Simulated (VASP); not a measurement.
# As (P-1) in VASP: single point with PBE

Aim: the single point of As with PBE.

Program: VASP 6.6.1. These are calculated values, not measurements. Logs are shortened: lines on timing, memory, paths and dates and some standing lists are left out, and cuts for length are marked.

## Step 1: The cell of the first run

The typed cell holds 1 atom: a = 2.754 Å, b = 2.816 Å, c = 2.663 Å, α = 91.91°, β = 87.43°, γ = 93.33°.

## Step 2: Single point, PBE (the cell strained at random)

Input file INCAR:

```
SYSTEM = As
PREC = Accurate
ENCUT = 500
EDIFF = 1E-6
ISMEAR = 0
SIGMA = 0.1
LREAL = .False.
LASPH = .True.
NELM = 120
ALGO = Normal
ISIF = 2
LWAVE = .False.
LCHARG = .True.
GGA = PE
LELF = .True.
LVHAR = .True.
NBANDS = 8
GGA_COMPAT = .False.
```

Input file KPOINTS:

```
regular mesh
0
Gamma
  14 14 14
  0 0 0
```

Input file POSCAR:

```
As
1.0
    2.7521046844     -0.0803263846      0.0599676611
   -0.0803263846      2.8149652850     -0.0448811170
    0.0599676611     -0.0448811170      2.6618557878
As
1
Direct
    0.5000000000      0.5000000000      0.5000000000
```

Potentials or basis: VASP PAW PBE potentials, release 64 (As).

On the command line:

```sh
> cat potpaw_PBE.64/As/POTCAR > POTCAR
> mpirun -np 1 vasp_std > vasp.out
```

OUTCAR:

```text
SYSTEM = As
   PREC = Accurate
   ENCUT = 500
   EDIFF = 1E-6
   ISMEAR = 0
   LREAL = .False.
   LASPH = .True.
   NELM = 120
   ISIF = 2
   GGA = PE

 ion  position               nearest neighbor table
   1  0.500  0.500  0.500-

  LATTYP: Found a triclinic cell.
 ALAT       =     3.9401559023
 B/A-ratio  =     0.7148114989
 C/A-ratio  =     1.4936427198
 COS(alpha) =     0.0030992629
 COS(beta)  =     0.5996614291
 COS(gamma) =     0.7373955731

  Lattice vectors:

 A1 = (  -0.1402940457,   2.8598464020,  -2.7067369048)
 A2 = (  -0.0803263846,   2.8149652850,  -0.0448811170)
 A3 = (   2.6321693622,   0.0094358494,  -5.2637439145)

Analysis of symmetry for initial positions (statically):
=====================================================================
 Subroutine PRICEL returns:
 Original cell was already a primitive cell.

 Routine SETGRP: Setting up the symmetry group for a
 triclinic supercell.

 Subroutine GETGRP returns: Found  2 space group operations
 (whereof  2 operations were pure point group operations)
 out of a pool of  2 trial point group operations.

The static configuration has the point symmetry S_2 .

Analysis of symmetry for dynamics (positions and initial velocities):
=====================================================================
 Subroutine PRICEL returns:
 Original cell was already a primitive cell.

 Routine SETGRP: Setting up the symmetry group for a
 triclinic supercell.

 Subroutine GETGRP returns: Found  2 space group operations
 (whereof  2 operations were pure point group operations)
 out of a pool of  2 trial point group operations.

The dynamic configuration has the point symmetry S_2 .

 Subroutine INISYM returns: Found  2 space group operations
 (whereof  2 operations are pure point group operations),
 and found     1 'primitive' translations

----------------------------------------------------------------------------------------

                                     Primitive cell

  volume of cell :      20.5892

  direct lattice vectors                    reciprocal lattice vectors
     2.752104684 -0.080326385  0.059967661     0.363832398  0.010254204 -0.008023710
    -0.080326385  2.814965285 -0.044881117     0.010254204  0.355628695  0.005765186
     0.059967661 -0.044881117  2.661855788    -0.008023710  0.005765186  0.375955721

  length of vectors
     2.753929673  2.816468746  2.662909437     0.364065299  0.355823207  0.376085524

  position of ions in fractional coordinates (direct lattice)
     0.500000000  0.500000000  0.500000000

  ion indices of the primitive-cell ions
   primitive index   ion index
                 1           1

----------------------------------------------------------------------------------------

 KPOINTS: regular mesh

Automatic generation of k-mesh.
 Grid dimensions read from file:
 generate k-points for:   14   14   14

 Generating k-lattice:

  Cartesian coordinates                     Fractional coordinates (reciprocal lattice)
     0.025988028  0.000732443 -0.000573122     0.071428571 -0.000000000  0.000000000
     0.000732443  0.025402050  0.000411799     0.000000000  0.071428571  0.000000000
    -0.000573122  0.000411799  0.026853980     0.000000000  0.000000000  0.071428571

  Length of vectors
     0.026004664  0.025415943  0.026863252

  Shift w.r.t. Gamma in fractional coordinates (k-lattice)
     0.000000000  0.000000000  0.000000000

 Subroutine IBZKPT returns following result:
 ===========================================

 Found   1376 irreducible k-points:

 Following reciprocal coordinates:
            Coordinates               Weight
  0.000000  0.000000  0.000000      1.000000
  0.071429  0.000000  0.000000      2.000000
  0.142857  0.000000  0.000000      2.000000
  0.214286  0.000000  0.000000      2.000000
  0.285714  0.000000  0.000000      2.000000
  0.357143 -0.000000  0.000000      2.000000
[... 16 lines left out ...]
 -0.000000  0.142857 -0.000000      2.000000
  0.071429  0.142857  0.000000      2.000000
 [... further k-points ...]
   k-points           NKPTS =   1376   k-points in BZ     NKDIM =   1376   number of bands    NBANDS=      8
   number of dos      NEDOS =    301   number of ions     NIONS =      1
   total plane-waves  NPLWV =   9600
   dimension x,y,z NGX =    20 NGY =   24 NGZ =   20
   dimension x,y,z NGXF=    40 NGYF=   48 NGZF=   40
   ions per type =               1
   NGX,Y,Z   is equivalent  to a cutoff of  12.07, 14.17, 12.49 a.u.
   NGXF,Y,Z  is equivalent  to a cutoff of  24.15, 28.33, 24.97 a.u.
 SYSTEM =  As
   PREC   = accura    normal or accurate (medium, high low for compatibility)
   ISTART =      0    job   : 0-new  1-cont  2-samecut
   ICHARG =      2    charge: 1-file 2-atom 10-const
   ISPIN  =      1    spin polarized calculation?
   LNONCOLLINEAR =      F non collinear calculations
   LSORBIT =      F    spin-orbit coupling
   LASPH  =      T    aspherical Exc in radial PAW
   ENCUT  =  500.0 eV  36.75 Ry    6.06 a.u.   5.02  5.14  4.86*2*pi/ulx,y,z
   NELM   =    120;   NELMIN=  2; NELMDL= -5     # of ELM steps
   EDIFF  = 0.1E-05   stopping-criterion for ELM
   LREAL  =      F    real-space projection
   EDIFFG = 0.1E-04   stopping-criterion for IOM
   NSW    =      0    number of steps for IOM
   IBRION =     -1    ionic relax: 0-MD 1-quasi-New 2-CG
   NFREE  =      0    steps in history (QN), initial steepest desc. (CG)
   ISIF   =      2    stress and relaxation
   ISYM   =      2    0-nonsym 1-usesym 2-fastsym
   POTIM  = 0.5000    time-step for ionic-motion
   TEBEG  =    0.0;   TEEND  =   0.0 temperature during run
   PSTRESS=    0.0 pullay stress
   NELECT =       5.0000    total number of electrons
   NUPDOWN=      -1.0000    fix difference up-down
   EMIN   =  10.00;   EMAX   =-10.00  energy-range for DOS
   EFERMI =   0.00;   METHOD = LEGACY
   ISMEAR =     0;   SIGMA  =   0.10  broadening in eV -4-tet -1-fermi 0-gaus
   EFERMI_NEDOS =   21; number of points for ismear=-14 and -15
   IALGO  =     38    algorithm
   IMIX   =      4    mixing-type and parameters
     AMIX     =   0.40;   BMIX     =  1.00
     AMIX_MAG =   1.60;   BMIX_MAG =  1.00
  volume/ion in A,a.u.               =      20.59       138.94
  Fermi-wavevector in a.u.,A,eV,Ry     =   1.021375  1.930118 14.193678  1.043206
  Thomas-Fermi vector in A             =   2.154996
   LORBIT       =      0    0 simple, 1 ext, 2 COOP (PROOUT), +10 PAW based schemes
   GGA     = PE    functional components
   LHFCALC =     F    Hartree Fock is set to
   AEXX    =    0.0000 exact exchange contribution
   IVDW    =     0    specifies the selected vdW correction
   LEPSILON=     F    determine dielectric tensor
   LRPA    =     F    only Hartree local field effects (RPA)
 non-spin polarized calculation
 Gauss-broadening in eV      SIGMA  =   0.10
  energy-cutoff  :      500.00
  volume of cell :       20.59
 maximum number of plane-waves:       537
   NGX = 11   NGY = 11   NGZ =  9

 number of electron       5.0000000 magnetization

 Free energy of the ion-electron system (eV)
  ---------------------------------------------------
  ext. energy  EPLUGINS =         0.00000000
  ---------------------------------------------------
  free energy    TOTEN  =        -4.53491034 eV

  energy without entropy =       -4.53254576  energy(sigma->0) =       -4.53372805

 E-fermi :   5.4392     XC(G=0): -10.2572

 val. band max:        5.4387808260   @ k =  -0.2143  -0.0714   0.2143
 cond. band min:       5.4395195301   @ k =   0.3571  -0.3571   0.4286
 fundamental gap:      0.0007387042
 Fermi energy:         5.4391970700

 k-point     1 :       0.0000    0.0000    0.0000
  band No.  band energies     occupation
      1      -9.1568      2.00000
      2       8.6101      0.00000
      3       9.3853      0.00000
      4      10.5289      0.00000
      5      13.4841      0.00000
      6      14.1097      0.00000
      7      16.1011      0.00000
      8      28.5182      0.00000

 k-point     2 :       0.0714    0.0000    0.0000
  band No.  band energies     occupation
      1      -9.0674      2.00000
      2       8.1932      0.00000
      3       8.7547      0.00000
      4      10.5912      0.00000
      5      13.6189      0.00000
      6      15.0615      0.00000
      7      16.4761      0.00000
      8      26.8038      0.00000

 k-point     3 :       0.1429    0.0000    0.0000
  band No.  band energies     occupation
      1      -8.8017      2.00000
      2       6.1873      0.00000
      3       8.9370      0.00000
      4      10.8045      0.00000
      5      13.8901      0.00000
      6      15.9317      0.00000
      7      18.3282      0.00000
      8      24.7909      0.00000

 k-point     4 :       0.2143    0.0000    0.0000
  band No.  band energies     occupation
      1      -8.3693      2.00000
      2       4.1097      2.00000
      3       9.2726      0.00000
      4      11.1461      0.00000
      5      14.3110      0.00000
      6      16.4716      0.00000
      7      20.7736      0.00000
      8      23.0759      0.00000

 k-point     5 :       0.2857    0.0000    0.0000
  band No.  band energies     occupation
      1      -7.7934      2.00000
      2       2.1943      2.00000
      3       9.6977      0.00000
      4      11.5757      0.00000
      5      14.8581      0.00000
      6      17.0990      0.00000
      7      21.0651      0.00000
      8      22.7602      0.00000
[... 177 lines left out ...]
 k-point    22 :      -0.0714    0.0714    0.0000
  band No.  band energies     occupation
      1      -8.9929      2.00000
      2       7.7182      0.00000
      3       8.4501      0.00000
      4      10.6479      0.00000
      5      14.6143      0.00000
      6      15.0964      0.00000
      7      16.5525      0.00000
      8      24.9014      0.00000

 k-point    23 :      -0.0000    0.1429   -0.0000
  band No.  band energies     occupation
      1      -8.8290      2.00000
      2       5.7014      0.00021
      3       9.6154      0.00000
      4      10.7922      0.00000
      5      14.3994      0.00000
      6      15.9959      0.00000
      7      17.4958      0.00000
      8      25.0656      0.00000

 k-point    24 :       0.0714    0.1429    0.0000
  band No.  band energies     occupation
      1      -8.7234      2.00000
      2       5.6891      0.00041
      3       8.3515      0.00000
      4      10.8731      0.00000
      5      15.3927      0.00000
      6      16.5265      0.00000
      7      17.7308      0.00000
      8      25.4868      0.00000

 [... further k-points ...]
[... 5 lines left out ...]
  --------------------------------------------------------------------------------------
  -------------------------------------------------------------------------------------
  Total       -0.1462375     -0.6860808      0.7087924      0.1775667      0.1097856     -0.1638875
  in kB      -11.3796779    -53.3883380     55.1556743     13.8176018      8.5431172    -12.7531394
  external PRESSURE =      -3.2041139 kB  Pullay stress =       0.0000000 kB

 VOLUME and BASIS-vectors are now :
 -----------------------------------------------------------------------------
  energy-cutoff  :      500.00
  volume of cell :       20.59
      direct lattice vectors                 reciprocal lattice vectors
     2.752104684 -0.080326385  0.059967661     0.363832398  0.010254204 -0.008023710
    -0.080326385  2.814965285 -0.044881117     0.010254204  0.355628695  0.005765186
     0.059967661 -0.044881117  2.661855788    -0.008023710  0.005765186  0.375955721

 POSITION                                       TOTAL-FORCE (eV/Angst)
 -----------------------------------------------------------------------------------
      1.36587      1.34488      1.33847         0.000000     -0.000000      0.000000
 -----------------------------------------------------------------------------------
    total drift:                                0.000000     -0.000000      0.000000

  FREE ENERGIE OF THE ION-ELECTRON SYSTEM (eV)
  ---------------------------------------------------
  free  energy   TOTEN  =        -4.5349103400 eV

  energy  without entropy=       -4.5325457594  energy(sigma->0) =       -4.53372805
```

Wall time 2.4 min (1 thread of Intel Xeon 8259CL, shared host); peak memory 0.31 GiB.

Results:

```
Free energy : -4.5349 eV
Pressure    : -0.3 GPa
```

Caveat: the cell differs from its parent crystal (the cell strained at random).
